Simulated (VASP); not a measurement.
# Si (Fmmm) in VASP: further runs

Si is run at these levels: LDA; tasks: single point.

All numbers are computed with VASP 6.6.1; they aren't measurements. Logs are shortened: lines on timing, memory, paths and dates and some standing lists are left out, and cuts for length are marked.

**1. The cell of the first run**

The structure is orthorhombic, space group Fmmm (No. 69). The conventional cell has a = 2.641 Å, b = 4.256 Å, c = 4.947 Å, α = 90.00°, β = 90.00°, γ = 90.00°. Si (site symmetry mmm) has 14 Si at 2.50 to 3.26 Å within 3.3 Å.

**2. Single point, LDA (strain -0.1500 x Voigt [0, 0, 0, 0, 0, 1])**

Contents of INCAR:

```
PREC = Accurate ; ENCUT = 520
EDIFF = 1E-6 ; ISMEAR = 0
SIGMA = 0.15 ; LREAL = False
LASPH = True ; NELM = 60
ALGO = Normal ; ISIF = 2
LWAVE = False ; LCHARG = False
NBANDS = 8
```

Contents of KPOINTS:

```
regular mesh
0
Gamma
  22 22 22
```

Contents of POSCAR:

```
Si
1.0
   -1.7489335498      1.7489335498      1.3203298500
    1.7489335498     -1.7489335498      1.3203298500
    1.5048963103      1.5048963103     -1.3203298500
Si
1
Direct
    0.0000000000      0.0000000000      0.0000000000
```

Potentials or basis: VASP PAW LDA potentials, release 64 (Si).

Command:

```bash
cat potpaw_LDA.64/Si/POTCAR > POTCAR
mpirun -np 1 vasp_std > vasp.out
```

OUTCAR:

```text
PREC = Accurate
   ENCUT = 520
   EDIFF = 1E-6
   ISMEAR = 0
   LREAL = False
   LASPH = True
   NELM = 60
   ISIF = 2

 ion  position               nearest neighbor table
   1  0.000  0.000  0.000-

  LATTYP: Found a face centered orthorhombic cell.
 ALAT       =     2.6406597000
 B/A-ratio  =     1.6119038527
 C/A-ratio  =     1.8732936666

  Lattice vectors:

 A1 = (   3.2538298601,  -0.2440372395,   0.0000000000)
 A2 = (   1.7489335498,  -1.7489335498,  -1.3203298500)
 A3 = (   1.5048963103,   1.5048963103,  -1.3203298500)

Analysis of symmetry for initial positions (statically):
=====================================================================
 Subroutine PRICEL returns:
 Original cell was already a primitive cell.

 Routine SETGRP: Setting up the symmetry group for a
 face centered orthorhombic supercell.

 Subroutine GETGRP returns: Found  8 space group operations
 (whereof  8 operations were pure point group operations)
 out of a pool of  8 trial point group operations.

The static configuration has the point symmetry D_2h.

Analysis of symmetry for dynamics (positions and initial velocities):
=====================================================================
 Subroutine PRICEL returns:
 Original cell was already a primitive cell.

 Routine SETGRP: Setting up the symmetry group for a
 face centered orthorhombic supercell.

 Subroutine GETGRP returns: Found  8 space group operations
 (whereof  8 operations were pure point group operations)
 out of a pool of  8 trial point group operations.

The dynamic configuration has the point symmetry D_2h.

 Subroutine INISYM returns: Found  8 space group operations
 (whereof  8 operations are pure point group operations),
 and found     1 'primitive' translations

----------------------------------------------------------------------------------------

                                     Primitive cell

  volume of cell :      13.9002

  direct lattice vectors                    reciprocal lattice vectors
    -1.748933550  1.748933550  1.320329850     0.023180149  0.309068655  0.378693249
     1.748933550 -1.748933550  1.320329850     0.309068655  0.023180149  0.378693249
     1.504896310  1.504896310 -1.320329850     0.332248805  0.332248805  0.000000000

  length of vectors
     2.803713259  2.803713259  2.504535231     0.489356036  0.489356036  0.469870765

  position of ions in fractional coordinates (direct lattice)
     0.000000000  0.000000000  0.000000000

  ion indices of the primitive-cell ions
   primitive index   ion index
                 1           1

----------------------------------------------------------------------------------------

 KPOINTS: regular mesh

Automatic generation of k-mesh.
 Grid dimensions read from file:
 generate k-points for:   22   22   22

 Generating k-lattice:

  Cartesian coordinates                     Fractional coordinates (reciprocal lattice)
     0.001053643  0.014048575  0.017213329     0.045454545  0.000000000 -0.000000000
     0.014048575  0.001053643  0.017213329     0.000000000  0.045454545 -0.000000000
     0.015102218  0.015102218  0.000000000     0.000000000  0.000000000  0.045454545

  Length of vectors
     0.022243456  0.022243456  0.021357762

  Shift w.r.t. Gamma in fractional coordinates (k-lattice)
     0.000000000  0.000000000  0.000000000

 Subroutine IBZKPT returns following result:
 ===========================================

 Found   1530 irreducible k-points:

 Following reciprocal coordinates:
            Coordinates               Weight
  0.000000  0.000000  0.000000      1.000000
  0.045455  0.000000 -0.000000      8.000000
  0.090909  0.000000 -0.000000      8.000000
  0.136364  0.000000 -0.000000      8.000000
  0.181818  0.000000  0.000000      8.000000
  0.227273  0.000000 -0.000000      8.000000
[... 16 lines left out ...]
  0.500000  0.045455  0.000000      8.000000
 -0.454545  0.045455  0.000000      8.000000
 [... further k-points ...]
   k-points           NKPTS =   1530   k-points in BZ     NKDIM =   1530   number of bands    NBANDS=      8
   number of dos      NEDOS =    301   number of ions     NIONS =      1
   total plane-waves  NPLWV =  11520
   dimension x,y,z NGX =    24 NGY =   24 NGZ =   20
   dimension x,y,z NGXF=    48 NGYF=   48 NGZF=   40
   ions per type =               1
   NGX,Y,Z   is equivalent  to a cutoff of  14.23, 14.23, 13.28 a.u.
   NGXF,Y,Z  is equivalent  to a cutoff of  28.46, 28.46, 26.55 a.u.
 SYSTEM =  unknown system
   PREC   = accura    normal or accurate (medium, high low for compatibility)
   ISTART =      0    job   : 0-new  1-cont  2-samecut
   ICHARG =      2    charge: 1-file 2-atom 10-const
   ISPIN  =      1    spin polarized calculation?
   LNONCOLLINEAR =      F non collinear calculations
   LSORBIT =      F    spin-orbit coupling
   LASPH  =      T    aspherical Exc in radial PAW
   ENCUT  =  520.0 eV  38.22 Ry    6.18 a.u.   5.21  5.21  4.66*2*pi/ulx,y,z
   NELM   =     60;   NELMIN=  2; NELMDL= -5     # of ELM steps
   EDIFF  = 0.1E-05   stopping-criterion for ELM
   LREAL  =      F    real-space projection
   EDIFFG = 0.1E-04   stopping-criterion for IOM
   NSW    =      0    number of steps for IOM
   IBRION =     -1    ionic relax: 0-MD 1-quasi-New 2-CG
   NFREE  =      0    steps in history (QN), initial steepest desc. (CG)
   ISIF   =      2    stress and relaxation
   ISYM   =      2    0-nonsym 1-usesym 2-fastsym
   POTIM  = 0.5000    time-step for ionic-motion
   TEBEG  =    0.0;   TEEND  =   0.0 temperature during run
   PSTRESS=    0.0 pullay stress
   NELECT =       4.0000    total number of electrons
   NUPDOWN=      -1.0000    fix difference up-down
   EMIN   =  10.00;   EMAX   =-10.00  energy-range for DOS
   EFERMI =   0.00;   METHOD = LEGACY
   ISMEAR =     0;   SIGMA  =   0.15  broadening in eV -4-tet -1-fermi 0-gaus
   EFERMI_NEDOS =   21; number of points for ismear=-14 and -15
   IALGO  =     38    algorithm
   IMIX   =      4    mixing-type and parameters
     AMIX     =   0.40;   BMIX     =  1.00
     AMIX_MAG =   1.60;   BMIX_MAG =  1.00
  volume/ion in A,a.u.               =      13.90        93.80
  Fermi-wavevector in a.u.,A,eV,Ry     =   1.080822  2.042457 15.893993  1.168176
  Thomas-Fermi vector in A             =   2.216823
   LORBIT       =      0    0 simple, 1 ext, 2 COOP (PROOUT), +10 PAW based schemes
   GGA     = CA    functional components
   LHFCALC =     F    Hartree Fock is set to
   AEXX    =    0.0000 exact exchange contribution
   IVDW    =     0    specifies the selected vdW correction
   LEPSILON=     F    determine dielectric tensor
   LRPA    =     F    only Hartree local field effects (RPA)
 non-spin polarized calculation
 Gauss-broadening in eV      SIGMA  =   0.15
  energy-cutoff  :      520.00
  volume of cell :       13.90
 maximum number of plane-waves:       386
 NGX is ok and might be reduce to    24
   NGX = 11   NGY = 11   NGZ =  9

 number of electron       4.0000000 magnetization

 Free energy of the ion-electron system (eV)
  ---------------------------------------------------
  ext. energy  EPLUGINS =         0.00000000
  ---------------------------------------------------
  free energy    TOTEN  =        -5.51577429 eV

  energy without entropy =       -5.51182077  energy(sigma->0) =       -5.51379753

 E-fermi :  10.5972     XC(G=0): -11.4025

 val. band max:       10.5905653360   @ k =  -0.2273   0.3182   0.2727
 cond. band min:      10.5972687208   @ k =  -0.2273  -0.4545   0.2727
 fundamental gap:      0.0067033847
 Fermi energy:        10.5972235639

 k-point     1 :       0.0000    0.0000    0.0000
  band No.  band energies     occupation
      1      -4.1747      2.00000
      2      17.3571      0.00000
      3      18.7170      0.00000
      4      24.0844      0.00000
      5      24.4918      0.00000
      6      24.5502      0.00000
      7      25.3883      0.00000
      8      27.1774      0.00000

 k-point     2 :       0.0455    0.0000   -0.0000
  band No.  band energies     occupation
      1      -4.1031      2.00000
      2      16.9654      0.00000
      3      19.1552      0.00000
      4      23.1586      0.00000
      5      23.6739      0.00000
      6      25.1875      0.00000
      7      25.9590      0.00000
      8      26.6663      0.00000

 k-point     3 :       0.0909    0.0000   -0.0000
  band No.  band energies     occupation
      1      -3.8887      2.00000
      2      16.3232      0.00000
      3      19.8016      0.00000
      4      21.7174      0.00000
      5      22.6788      0.00000
      6      25.1939      0.00000
      7      25.6570      0.00000
      8      27.0345      0.00000

 k-point     4 :       0.1364    0.0000   -0.0000
  band No.  band energies     occupation
      1      -3.5317      2.00000
      2      15.7231      0.00000
      3      19.1843      0.00000
      4      21.0862      0.00000
      5      21.8261      0.00000
      6      24.1824      0.00000
      7      25.3588      0.00000
      8      28.2704      0.00000

 k-point     5 :       0.1818    0.0000    0.0000
  band No.  band energies     occupation
      1      -3.0331      2.00000
      2      15.2157      0.00000
      3      17.2997      0.00000
      4      20.8627      0.00000
      5      21.2000      0.00000
      6      23.3331      0.00000
      7      25.4942      0.00000
      8      28.4675      0.00000
[... 177 lines left out ...]
 k-point    22 :       0.4545    0.0455   -0.0000
  band No.  band energies     occupation
      1       3.7982      2.00000
      2       4.8741      2.00000
      3      13.8378      0.00000
      4      16.9008      0.00000
      5      18.6062      0.00000
      6      20.8814      0.00000
      7      29.2108      0.00000
      8      33.0883      0.00000

 k-point    23 :       0.5000    0.0455    0.0000
  band No.  band energies     occupation
      1       3.3314      2.00000
      2       5.3873      2.00000
      3      13.4533      0.00000
      4      17.2211      0.00000
      5      18.7215      0.00000
      6      20.9240      0.00000
      7      29.6411      0.00000
      8      32.7932      0.00000

 k-point    24 :      -0.4545    0.0455    0.0000
  band No.  band energies     occupation
      1       1.9896      2.00000
      2       7.0197      2.00000
      3      13.1766      0.00000
      4      17.6606      0.00000
      5      18.9567      0.00000
      6      21.1096      0.00000
      7      29.8256      0.00000
      8      32.8184      0.00000

 [... further k-points ...]
[... 5 lines left out ...]
  --------------------------------------------------------------------------------------
  -------------------------------------------------------------------------------------
  Total        0.2231063      0.2231063      0.2072544      0.6864405     -0.0000000     -0.0000000
  in kB       25.7158008     25.7158008     23.8886703     79.1208894     -0.0000000     -0.0000000
  external PRESSURE =      25.1067573 kB  Pullay stress =       0.0000000 kB

 VOLUME and BASIS-vectors are now :
 -----------------------------------------------------------------------------
  energy-cutoff  :      520.00
  volume of cell :       13.90
      direct lattice vectors                 reciprocal lattice vectors
    -1.748933550  1.748933550  1.320329850     0.023180149  0.309068655  0.378693249
     1.748933550 -1.748933550  1.320329850     0.309068655  0.023180149  0.378693249
     1.504896310  1.504896310 -1.320329850     0.332248805  0.332248805  0.000000000

 POSITION                                       TOTAL-FORCE (eV/Angst)
 -----------------------------------------------------------------------------------
      0.00000      0.00000      0.00000        -0.000000     -0.000000      0.000000
 -----------------------------------------------------------------------------------
    total drift:                               -0.000000     -0.000000     -0.000000

  FREE ENERGIE OF THE ION-ELECTRON SYSTEM (eV)
  ---------------------------------------------------
  free  energy   TOTEN  =        -5.5157742933 eV

  energy  without entropy=       -5.5118207698  energy(sigma->0) =       -5.51379753
```

Run time: 80 s. Hardware: 1 thread of AMD EPYC 9R45 (Zen 5), shared host; peak memory 0.21 GiB.

What came out:

```yaml
Free_energy: -5.5158 eV
Pressure: 2.5 GPa
Band_gap_on_the_k_mesh: zero (band 2 reaches 17.74 eV, above the bottom of band 3 at 7.12 eV)
```

Caveat: the cell differs from its parent crystal (strain -0.1500 x Voigt [0, 0, 0, 0, 0, 1]).

**3. Single point, LDA (strain +0.1125 x Voigt [0, 0, 0, 0, 0, 1])**

Contents of INCAR:

```
SYSTEM = Si
ALGO     = Normal         ! electronic algorithm
EDIFF    = 1E-6           ! SCF threshold, eV
ENCUT    = 520            ! plane-wave cutoff, eV
GGA      = CA             ! functional
ISIF     = 2              ! what is computed and relaxed
ISMEAR   = 0              ! smearing method
LASPH    = .TRUE.         ! aspherical terms in the spheres
LCHARG   = .FALSE.        ! write CHGCAR
LREAL    = .FALSE.        ! projectors in reciprocal space
LWAVE    = .FALSE.        ! write WAVECAR
NBANDS   = 8              ! bands
NELM     = 60             ! most SCF steps
PREC     = Accurate       ! precision mode
SIGMA    = 0.15           ! smearing width, eV
```

Contents of KPOINTS:

```
k-points
0
G
  22 22 22
  0 0 0
```

Contents of POSCAR:

```
Si
1.0
   -1.5354009652      1.5354009652      1.3203298500
    1.5354009652     -1.5354009652      1.3203298500
    1.7184288948      1.7184288948     -1.3203298500
Si
1
Direct
    0.0000000000      0.0000000000      0.0000000000
```

Potentials or basis: VASP PAW LDA potentials, release 64 (Si).

Command:

```bash
cat potpaw_LDA.64/Si/POTCAR > POTCAR
mpirun -np 1 vasp_std > vasp.out
```

It took 72 s on 1 thread of AMD EPYC 9R45 (Zen 5), shared host; peak memory 0.21 GiB.

It converged, with:

```
Free energy            : -5.5372 eV
Pressure               : 1.3 GPa
Band gap on the k mesh : zero (band 2 reaches 18.36 eV, above the bottom of band 3 at 6.92 eV)
```

Stress tensor (GPa, compression positive):
```
 1.41 -5.23  0.00
-5.23  1.41  0.00
 0.00  0.00  1.06
```

Levels at points of the mesh, in eV from the Fermi level:
| k point | band 1 | band 2 | band 3 | band 4 | band 5 |
| --- | --- | --- | --- | --- | --- |
| (0.00, 0.00, 0.00) | -14.72 | 7.56 | 8.66 | 12.66 | 13.82 |
| (0.50, 0.00, 0.00) | -6.45 | -6.07 | 4.20 | 5.99 | 7.42 |
| (0.50, 0.50, 0.00) | -7.30 | -7.06 | 7.91 | 10.65 | 10.79 |
| (0.00, 0.00, 0.50) | -9.65 | -7.58 | 10.05 | 11.45 | 12.57 |
| (0.50, 0.50, 0.50) | -3.07 | -1.48 | -1.39 | 1.35 | 4.09 |

Caveat: the cell differs from its parent crystal (strain +0.1125 x Voigt [0, 0, 0, 0, 0, 1]).

**4. Single point, LDA (strain +0.1312 x Voigt [0, 0, 0, 0, 0, 1])**

Contents of INCAR:

```
SYSTEM = Si
  PREC = Accurate
  ENCUT = 520
  EDIFF = 1E-6
  ISMEAR = 0
  SIGMA = 0.15
  LREAL = .False.
  LASPH = .True.
  NELM = 100
  ALGO = Normal
  ISIF = 2
  LWAVE = .False.
  LCHARG = .False.
  NBANDS = 8
```

Contents of KPOINTS:

```
regular mesh
0
Gamma
  22 22 22
  0 0 0
```

Contents of POSCAR:

```
Si
1.0
   -1.5201893106      1.5201893106      1.3203298500
    1.5201893106     -1.5201893106      1.3203298500
    1.7336405494      1.7336405494     -1.3203298500
Si
1
Direct
    0.0000000000      0.0000000000      0.0000000000
```

Command:

```bash
cat potpaw_LDA.64/Si/POTCAR > POTCAR
mpirun -np 1 vasp_std > vasp.out
```

Run time: 71 s. Hardware: 1 thread of AMD EPYC 9R45 (Zen 5), shared host; peak memory 0.21 GiB.

The run converged. Its results:

```
Free energy            : -5.5276 eV
Pressure               : 1.8 GPa
Band gap on the k mesh : zero (band 2 reaches 18.05 eV, above the bottom of band 3 at 7.08 eV)
```

Stress tensor (GPa, compression positive):
```
 1.84 -6.34  0.00
-6.34  1.84  0.00
 0.00  0.00  1.86
```

Levels at points of the mesh, in eV from the Fermi level:
```csv
k point,band 1,band 2,band 3,band 4,band 5,band 6,band 7
"(0.00, 0.00, 0.00)",-14.75,7.15,8.39,13.07,13.85,14.10,14.45
"(0.50, 0.00, 0.00)",-6.48,-6.09,4.05,5.86,7.65,9.98,18.99
"(0.50, 0.50, 0.00)",-7.10,-7.02,7.72,10.46,10.65,11.46,14.78
"(0.00, 0.00, 0.50)",-9.85,-7.64,10.22,11.42,12.72,13.27,18.87
"(0.50, 0.50, 0.50)",-3.19,-1.36,-1.33,1.37,4.04,6.52,22.78
```

Caveat: the cell differs from its parent crystal (strain +0.1312 x Voigt [0, 0, 0, 0, 0, 1]).

**5. Overview**

```csv
cell,gap on the mesh (eV),pressure (GPa)
"a = 2.804, b = 2.804, c = 2.505 Å, angles 104.4, 104.4, 123.8°, 1 atom",none,2.5
"a = 2.541, b = 2.541, c = 2.766 Å, angles 104.4, 104.4, 117.4°, 1 atom",none,1.3
"a = 2.523, b = 2.523, c = 2.785 Å, angles 104.4, 104.4, 116.9°, 1 atom",none,1.8
```

Alike in all rows: task single point; level LDA; potentials or basis VASP PAW LDA potentials, release 64 (Si); no spin polarisation; k mesh 22 × 22 × 22; cutoff (eV) 520; smearing gaussian 0.15 eV.

Total energies depend on the potentials used, so only differences within one code and one set of settings carry meaning.
